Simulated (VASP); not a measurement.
# V (Im-3m) in VASP: notebook, part 2 of 2

VASP 6.6.1. Earlier steps stand in the parts before.

## 3. Single point, PBEsol, collinear spin, ferromagnetic start

INCAR

```
SYSTEM = V
  PREC = Accurate
  ENCUT = 520
  EDIFF = 1E-6
  ISMEAR = 0
  SIGMA = 0.05
  LREAL = .FALSE.
  LASPH = .TRUE.
  NELM = 150
  ALGO = Normal
  ISIF = 2
  LWAVE = .FALSE.
  LCHARG = .TRUE.
  ISPIN = 2
  MAGMOM = 0.5
  LORBIT = 11
  LMAXMIX = 4
  GGA = PS
  LELF = .TRUE.
  LVHAR = .TRUE.
  NBANDS = 16
```

KPOINTS

```
Automatic mesh
0
G
  20 20 20
  0 0 0
```

POSCAR

```
V
1.0
   -1.4792009239      1.4792009239      1.4792009239
    1.4792009239     -1.4792009239      1.4792009239
    1.4792009239      1.4792009239     -1.4792009239
V
1
Direct
    0.0000000000      0.0000000000      0.0000000000
```

Potentials or basis: VASP PAW PBE potentials, release 64 (V_sv).

On the command line:

```sh
$ cat potpaw_PBE.64/V_sv/POTCAR > POTCAR
$ mpirun -np 1 vasp_std > vasp.out
```

OUTCAR:

```text
SYSTEM = V
   PREC = Accurate
   ENCUT = 520
   EDIFF = 1E-6
   ISMEAR = 0
   LREAL = .FALSE.
   LASPH = .TRUE.
   NELM = 150
   ISIF = 2
   ISPIN = 2
   LORBIT = 11
   GGA = PS

 ion  position               nearest neighbor table
   1  0.000  0.000  0.000-

  LATTYP: Found a body centered cubic cell.
 ALAT       =     2.9584018478

  Lattice vectors:

 A1 = (  -1.4792009239,   1.4792009239,   1.4792009239)
 A2 = (   1.4792009239,  -1.4792009239,   1.4792009239)
 A3 = (   1.4792009239,   1.4792009239,  -1.4792009239)

Analysis of symmetry for initial positions (statically):
=====================================================================
 Subroutine PRICEL returns:
 Original cell was already a primitive cell.

 Routine SETGRP: Setting up the symmetry group for a
 body centered cubic supercell.

 Subroutine GETGRP returns: Found 48 space group operations
 (whereof 48 operations were pure point group operations)
 out of a pool of 48 trial point group operations.

The static configuration has the point symmetry O_h .

Analysis of symmetry for dynamics (positions and initial velocities):
[... 186 lines left out ...]
      3     -26.7047      1.00000
      4     -26.7047      1.00000
      5       3.3815      1.00000
      6      10.4786      0.00000
[... 435 lines left out ...]
      5       6.4441      1.00000
      6       9.3520      1.00000
[... 8 lines left out ...]
     15      38.1478      0.00000
     16      39.2725      0.00000

 [... further k-points ...]

 spin component 2

 k-point     1 :       0.0000    0.0000    0.0000
  band No.  band energies     occupation
      1     -53.3731      1.00000
      2     -26.7047      1.00000
      3     -26.7047      1.00000
      4     -26.7047      1.00000
      5       3.3815      1.00000
      6      10.4786      0.00000
[... 435 lines left out ...]
      5       6.4441      1.00000
      6       9.3520      1.00000
[... 8 lines left out ...]
     15      38.1478      0.00000
     16      39.2725      0.00000

 [... further k-points ...]
[... 5 lines left out ...]
  --------------------------------------------------------------------------------------
  -------------------------------------------------------------------------------------
  Total        0.0225488      0.0225488      0.0225488     -0.0000000      0.0000000     -0.0000000
  in kB        2.7905664      2.7905664      2.7905664     -0.0000000      0.0000000     -0.0000000
  external PRESSURE =       2.7905664 kB  Pullay stress =       0.0000000 kB

 VOLUME and BASIS-vectors are now :
 -----------------------------------------------------------------------------
  energy-cutoff  :      520.00
  volume of cell :       12.95
      direct lattice vectors                 reciprocal lattice vectors
    -1.479200924  1.479200924  1.479200924     0.000000000  0.338020341  0.338020341
     1.479200924 -1.479200924  1.479200924     0.338020341  0.000000000  0.338020341
     1.479200924  1.479200924 -1.479200924     0.338020341  0.338020341  0.000000000

 POSITION                                       TOTAL-FORCE (eV/Angst)
 -----------------------------------------------------------------------------------
      0.00000      0.00000      0.00000         0.000000     -0.000000      0.000000
 -----------------------------------------------------------------------------------
    total drift:                                0.000000     -0.000000      0.000000

  FREE ENERGIE OF THE ION-ELECTRON SYSTEM (eV)
  ---------------------------------------------------
  free  energy   TOTEN  =        -9.6358627288 eV

  energy  without entropy=       -9.6334791103  energy(sigma->0) =       -9.63467092

 total charge

# of ion       s       p       d       tot
------------------------------------------
    1        2.355   6.237   3.136  11.728

 magnetization (x)

# of ion       s       p       d       tot
------------------------------------------
    1        0.000   0.000   0.000   0.000
```

Wall time 45 s (1 thread of Intel Xeon 6975P-C (Granite Rapids), shared host); peak memory 0.19 GiB.

What came out:

| Property | Result |
| --- | --- |
| Free energy | -9.6359 eV |
| Pressure | 0.3 GPa |
| Net moment | 0.00 μB per cell |
| Valence electrons inside the program's atomic spheres | V 11.73 |

Caveat: the PAW data sets were made with another functional, which shifts forces and pressure a little.

## 4. Single point, PBEsol, collinear spin, ferromagnetic start

INCAR

```
SYSTEM = V
ALGO = Normal
EDIFF = 1E-6
ENCUT = 520
GGA = PS
ISIF = 2
ISMEAR = 0
ISPIN = 2
LASPH = .TRUE.
LCHARG = .FALSE.
LMAXMIX = 4
LORBIT = 11
LREAL = .FALSE.
LWAVE = .FALSE.
MAGMOM = 0.05
NBANDS = 16
NELM = 150
PREC = Accurate
SIGMA = 0.05
```

KPOINTS

```
k-points
0
G
  20 20 20
  0 0 0
```

POSCAR is that of step 3.

On the command line:

```sh
$ cat potpaw_PBE.64/V_sv/POTCAR > POTCAR
$ mpirun -np 1 vasp_std > vasp.out
```

It took 39 s on 1 thread of Intel Xeon 6975P-C (Granite Rapids), shared host; peak memory 0.19 GiB.

The run converged. Its results:

```
Free energy                                           : -9.6359 eV
Pressure                                              : 0.3 GPa
Net moment                                            : 0.00 μB per cell
Valence electrons inside the program's atomic spheres : V 11.73
```

Levels at points of the mesh, in eV from the Fermi level:
Spin up:
| k point | band 4 | band 5 | band 6 | band 7 | band 8 | band 9 |
| --- | --- | --- | --- | --- | --- | --- |
| (0.00, 0.00, 0.00) | -36.75 | -6.67 | 0.43 | 0.43 | 0.43 | 2.54 |
| (0.50, 0.00, 0.00) | -36.76 | -3.31 | -1.20 | 1.81 | 2.55 | 2.93 |
| (0.50, 0.50, 0.50) | -37.45 | -3.18 | -3.18 | 3.95 | 3.95 | 3.95 |
Spin down:
```tsv
k point	band 3	band 4	band 5	band 6	band 7	band 8	band 9	band 10
(0.00, 0.00, 0.00)	-36.75	-36.75	-6.67	0.43	0.43	0.43	2.54	2.54
(0.50, 0.00, 0.00)	-37.07	-36.76	-3.31	-1.20	1.81	2.55	2.93	4.37
(0.50, 0.50, 0.50)	-37.45	-37.45	-3.18	-3.18	3.95	3.95	3.95	10.57
```

Caveat: the PAW data sets were made with another functional, which shifts forces and pressure a little.

## 5. Single point, PBEsol, collinear spin, ferromagnetic start

This run uses another cell than the first one, of 13.77 Å³/atom, 1.064 times its volume.

INCAR

```
ALGO = Normal
EDIFF = 1E-6
ENCUT = 520
GGA = PS
ISIF = 2
ISMEAR = 0
ISPIN = 2
LASPH = True
LCHARG = True
LELF = True
LMAXMIX = 4
LORBIT = 11
LREAL = False
LVHAR = True
LWAVE = False
MAGMOM = 1
NBANDS = 16
NELM = 150
PREC = Accurate
SIGMA = 0.05
```

KPOINTS

```
k-points
0
Gamma
  20 20 20
```

POSCAR

```
V
1.0
   -1.5100000000      1.5100000000      1.5100000000
    1.5100000000     -1.5100000000      1.5100000000
    1.5100000000      1.5100000000     -1.5100000000
V
1
Direct
    0.0000000000      0.0000000000      0.0000000000
```

On the command line:

```sh
$ cat potpaw_PBE.64/V_sv/POTCAR > POTCAR
$ mpirun -np 1 vasp_std > vasp.out
```

Run time: 42 s. Hardware: 1 thread of Intel Xeon 6975P-C (Granite Rapids), shared host; peak memory 0.19 GiB.

Results (log left out):

- Free energy: -9.6081 eV
- Pressure: -10.6 GPa
- Net moment: 0.00 μB per cell
- Valence electrons inside the program's atomic spheres: V 11.62

Levels at points of the mesh, in eV from the Fermi level:
Spin up:
| k point | band 4 | band 5 | band 6 | band 7 | band 8 | band 9 | band 10 | band 11 |
| --- | --- | --- | --- | --- | --- | --- | --- | --- |
| (0.00, 0.00, 0.00) | -36.93 | -6.54 | 0.41 | 0.41 | 0.41 | 2.36 | 2.36 | 20.32 |
| (0.50, 0.00, 0.00) | -36.94 | -3.10 | -1.08 | 1.58 | 2.36 | 2.71 | 4.03 | 9.91 |
| (0.50, 0.50, 0.50) | -37.52 | -2.90 | -2.90 | 3.65 | 3.65 | 3.65 | 9.98 | 9.98 |
Spin down:
| k point | band 4 | band 5 | band 6 | band 7 | band 8 | band 9 | band 10 | band 11 |
| --- | --- | --- | --- | --- | --- | --- | --- | --- |
| (0.00, 0.00, 0.00) | -36.93 | -6.54 | 0.41 | 0.41 | 0.41 | 2.36 | 2.36 | 20.33 |
| (0.50, 0.00, 0.00) | -36.94 | -3.10 | -1.08 | 1.58 | 2.36 | 2.71 | 4.03 | 9.91 |
| (0.50, 0.50, 0.50) | -37.51 | -2.90 | -2.90 | 3.65 | 3.65 | 3.65 | 9.98 | 9.98 |

Caveat: the PAW data sets were made with another functional, which shifts forces and pressure a little.

## 6. Single point, PBEsol, collinear spin, antiferromagnetic start

This run uses another cell than the first one: it holds 2 atoms, not 1.

INCAR

```
  PREC = Accurate
  ENCUT = 520
  EDIFF = 1E-6
  ISMEAR = 0
  SIGMA = 0.05
  LREAL = F
  LASPH = T
  NELM = 150
  ALGO = Normal
  ISIF = 2
  LWAVE = F
  LCHARG = F
  ISPIN = 2
  MAGMOM = 1 -1
  LORBIT = 11
  LMAXMIX = 4
  GGA = PS
  NBANDS = 24
```

KPOINTS

```
regular mesh
0
Gamma
  20 20 10
```

POSCAR

```
V
1.0
    0.0000000000      2.9584018478      0.0000000000
    2.9584018478      0.0000000000      0.0000000000
    2.9584018478      2.9584018478     -2.9584018478
V
2
Direct
    0.0000000000      0.0000000000      0.0000000000
    0.0000000000      0.0000000000      0.5000000000
```

Potentials or basis: VASP PAW PBE potentials, release 64 (V_sv).

On the command line:

```sh
$ cat potpaw_PBE.64/V_sv/POTCAR > POTCAR
$ mpirun -np 1 vasp_std > vasp.out
```

Wall time 72 s (1 thread of Intel Xeon 6975P-C (Granite Rapids), shared host); peak memory 0.26 GiB.

Results (log left out):

- Free energy: -19.2717 eV
- Pressure: 0.3 GPa
- Band gap on the k mesh: zero (filled and empty bands overlap)
- Net moment: 0.00 μB per cell
- Valence electrons inside the program's atomic spheres: V 11.73

Levels at points of the mesh, in eV from the Fermi level:
Spin up:
| k point | band 11 | band 12 | band 13 | band 14 | band 15 | band 16 |
| --- | --- | --- | --- | --- | --- | --- |
| (0.00, 0.00, 0.00) | -3.18 | 0.43 | 0.43 | 0.43 | 2.54 | 2.54 |
| (0.50, 0.00, 0.00) | -1.20 | -1.20 | 1.81 | 1.81 | 2.55 | 2.55 |
| (0.00, 0.00, 0.50) | -0.64 | -0.64 | 0.89 | 0.89 | 0.89 | 0.89 |
| (0.50, 0.50, 0.50) | -1.14 | -1.14 | -1.14 | -1.14 | 2.99 | 2.99 |
Spin down:
| k point | band 10 | band 11 | band 12 | band 13 | band 14 | band 15 | band 16 | band 17 |
| --- | --- | --- | --- | --- | --- | --- | --- | --- |
| (0.00, 0.00, 0.00) | -3.18 | -3.18 | 0.43 | 0.43 | 0.43 | 2.54 | 2.54 | 3.95 |
| (0.50, 0.00, 0.00) | -3.31 | -1.20 | -1.20 | 1.81 | 1.81 | 2.55 | 2.55 | 2.93 |
| (0.00, 0.00, 0.50) | -2.91 | -0.64 | -0.64 | 0.89 | 0.89 | 0.89 | 0.89 | 2.07 |
| (0.50, 0.50, 0.50) | -1.14 | -1.14 | -1.14 | -1.14 | -1.14 | 2.99 | 2.99 | 2.99 |

Caveat: the PAW data sets were made with another functional, which shifts forces and pressure a little.

## 7. Summary

```csv
spin,cell,k mesh,gap on the mesh (eV),pressure (GPa),moment (μB)
"collinear, ferromagnetic start","a = 2.562 Å, angles 109.5°, 1 atom",20 × 20 × 20,none,0.3,0.00
"collinear, ferromagnetic start","a = 2.615 Å, angles 109.5°, 1 atom",20 × 20 × 20,none,-10.6,0.00
"collinear, antiferromagnetic start","a = 2.958, b = 2.958, c = 5.124 Å, angles 54.7, 54.7, 90.0°, 2 atoms",20 × 20 × 10,none,0.3,0.00
```

Alike in all rows: task single point; level PBEsol; potentials or basis VASP PAW PBE potentials, release 64 (V_sv); cutoff (eV) 520; smearing gaussian 0.05 eV.

Caveats: the PAW data sets were made with another functional, which shifts forces and pressure a little.

Absolute energies hang on the potentials; compare differences alone.
